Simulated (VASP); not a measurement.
Input of a VASP 6.6.1 run:

INCAR

```
  ALGO = Normal
  EDIFF = 1E-6
  ENCUT = 520
  ISIF = 2
  ISMEAR = -1
  ISPIN = 2
  LASPH = True
  LCHARG = True
  LELF = True
  LMAXMIX = 4
  LORBIT = 11
  LREAL = False
  LVHAR = True
  LWAVE = False
  MAGMOM = 2 0
  NBANDS = 18
  NELM = 150
  PREC = Accurate
  SIGMA = 0.05
```

The input KPOINTS:

```
k-points
0
Gamma
  10 10 10
```

The input POSCAR:

```
CoO
1.0
    1.6022198417      0.9250420569      2.5664708903
   -1.6022198417      0.9250420569      2.5664708903
    0.0000000000     -1.8500841138      2.5664708903
Co O
1 1
Direct
    0.9989783200      0.9989783200      0.9989783200
    0.7510210300      0.7510210300      0.7510210300
```

Potentials or basis: VASP PAW LDA potentials, release 64 (Co, O).

The run is started by

```sh
$ cat potpaw_LDA.64/Co/POTCAR potpaw_LDA.64/O/POTCAR > POTCAR
$ mpirun -np 1 vasp_std > vasp.out
```

(1) What does it give for the largest force?

(2) Estimate the pressure.

(3) Predict the net moment.

(4) Predict the site moments.

## Answers

(1) 0.196 eV/Å.

(2) -17.6 GPa.

(3) 2.41 μB per cell.

(4) Co +2.09; O +0.25 μB.

Caveat: the cell stands under tension; a cell with one magnetic atom can't hold antiferromagnetic order, which such compounds often take.
